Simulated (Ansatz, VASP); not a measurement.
## GaS3 in VASP and in Ansatz

```xyz
8
Lattice="7.1333 0.0000 0.0000 -3.5666 6.1776 0.0000 0.0000 0.0000 3.3595" Properties=species:S:1:pos:R:3 pbc="T T T"
Ga    0.0000    4.1184    0.8399
Ga    3.5666    2.0592    2.5196
S     3.5666    3.8985    0.8399
S    -1.5929    5.0380    2.5196
S     1.9738    1.1396    0.8399
S     0.0000    2.2791    2.5196
S     5.1595    1.1396    0.8399
S     1.5929    5.0380    2.5196
```

Alike in both runs: functional PBE; k mesh 6 × 6 × 12; occupations gaussian, width 0.1 eV; no spin polarisation.

Ansatz relaxed the structure, and its values are those at the end. VASP's run is a single point on that final structure, the one shown.

|  | VASP | Ansatz |
| --- | --- | --- |
| version | VASP 6.6.1 | Ansatz 0.2.0 |
| potentials or method | VASP PAW PBE potentials, release 64 (Ga_d, S), cutoff 520 eV | scalar-relativistic, plane waves, PAW |
| valence electrons in the cell | 62 | 62 |

Ansatz gave:

| Item | Value |
| --- | --- |
| gap on the k mesh at the Fermi level (eV) | none |
| pressure (GPa) | 0.0 |
| rms of the force components (eV/Å) | 0.000 |

Task: Estimate VASP's values.

Result: gap on the k mesh at the Fermi level (eV): none; pressure (GPa): 0.0; rms of the force components (eV/Å): 0.004.

A gap of «none» marks a metal or a gap that the smearing closes. The functional is the same, so the differences come from potentials, cutoffs and numerics.
